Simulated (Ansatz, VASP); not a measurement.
## Two plane-wave programs on Pt

```
CELL_PARAMETERS angstrom
0.00000 2.00685 1.95790
2.00685 0.00000 1.95790
2.00685 2.00685 0.00000
ATOMIC_POSITIONS crystal
Pt 0.00000 0.00000 0.00000
```

Change from the starting cell: strain +0.0250 x Voigt [1, 1, 0, 0, 0, 0], atoms carried along.

Alike in both runs: task single point; functional PBE; k mesh 20 × 20 × 20; occupations fermi-dirac, width 0.02 eV; no spin polarisation.

|  | VASP | Ansatz |
| --- | --- | --- |
| version | VASP 6.6.1 | Ansatz 0.2.0 |
| potentials or method | VASP PAW PBE potentials, release 64 (Pt), cutoff 520 eV | scalar-relativistic, plane waves, PAW |
| valence electrons in the cell | 10 | 18 |

|  | VASP | Ansatz | Ansatz less VASP |
| --- | --- | --- | --- |
| gap on the k mesh at the Fermi level (eV) | none | none | - |
| pressure (GPa) | -2.5 | -2.0 | +0.48 |
| traceless stress, the component that is largest in VASP (GPa) | 1.13 | 1.14 | +0.012 |

A gap of «none» marks a metal or a gap that the smearing closes. VASP's potentials hold 10 valence electrons a cell and Ansatz's 18, so a difference there can come from the potentials and not from the codes.

Neither program's run includes spin-orbit coupling.
